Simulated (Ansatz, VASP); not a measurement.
**GaAs in VASP and in Ansatz**

The input POSCAR:

```
GaAs
1.0
    0.0000000000      2.8078772807      2.8078772807
    2.8078772807      0.0000000000      2.8078772807
    2.8078772807      2.8078772807      0.0000000000
As Ga
1 1
Direct
    0.7500000000      0.7500000000      0.7500000000
    0.0000000000      0.0000000000      0.0000000000
```

The input INCAR.step1:

```
SYSTEM = GaAs
ALGO = Normal
EDIFF = 1E-5
ENCUT = 520
GGA = PE
ISIF = 2
ISMEAR = -1
LASPH = .True.
LCHARG = .False.
LREAL = .False.
LWAVE = .True.
NBANDS = 16
NELM = 60
PREC = Accurate
SIGMA = 0.05
```

The input INCAR.step2:

```
SYSTEM = GaAs
AEXX = 0.25
ALGO = Normal
EDIFF = 1E-6
ENCUT = 520
GGA = PE
HFSCREEN = 0.3
ISIF = 2
ISMEAR = -1
ISTART = 1
LASPH = .True.
LCHARG = .False.
LHFCALC = .True.
LREAL = .False.
LWAVE = .False.
NBANDS = 16
NELM = 60
PREC = Accurate
PRECFOCK = Normal
SIGMA = 0.05
```

Contents of KPOINTS:

```
k-points
0
Gamma
  4 4 4
  0 0 0
```

The input input.yaml:

```yaml
crystal:
  lattice:
    - [0.0, 2.8078772807, 2.8078772807]
    - [2.8078772807, 0.0, 2.8078772807]
    - [2.8078772807, 2.8078772807, 0.0]
  atoms:
    - { symbol: As, position: [0.75, 0.75, 0.75] }
    - { symbol: Ga, position: [0.0, 0.0, 0.0] }
hamiltonian:
  xc: { exchange: pbe, correlation: pbe, exx: { coeff: 0.25, omega: 0.3 } }
  pseudopotentials: { kind: paw }
kpoints:
  mp_grid: { grid: [4, 4, 4] }
scf:
  occupations: { method: fermi_dirac, width: 0.05 }
output:
  forces: true
  stress: true
  eigenvalues: true
  write_density: true
  write_potential: true
  elf: true
  volumetric_format: npy
```

Alike in both runs: task single point; functional PBE-based screened hybrid; k mesh 4 × 4 × 4; occupations fermi-dirac, width 0.05 eV; no spin polarisation.

|  | VASP | Ansatz |
| --- | --- | --- |
| version | VASP 6.6.1 | Ansatz 0.2.0 |
| potentials or method | VASP PAW PBE potentials, release 64 (As, Ga_d) | Ansatz PAW |
| plane-wave cutoff (eV) | 520 | 420 |
| valence electrons in the cell | 18 | 28 |

VASP gave:

```
gap on the k mesh at the Fermi level (eV) : 1.46
least direct gap on the mesh (eV)         : 1.46
pressure (GPa)                            : 3.2
```

Task: What did Ansatz give for the same quantities?

Result: gap on the k mesh at the Fermi level (eV): 1.47; least direct gap on the mesh (eV): 1.47; pressure (GPa): 3.4.

VASP's potentials were made for PBE, not for PBE-based screened hybrid. The functional is the same, so the differences come from potentials, cutoffs and numerics. VASP's potentials hold 18 valence electrons a cell and Ansatz's 28, so a difference there can come from the potentials and not from the codes.

The k mesh is coarse, so the values compare programs but aren't converged.
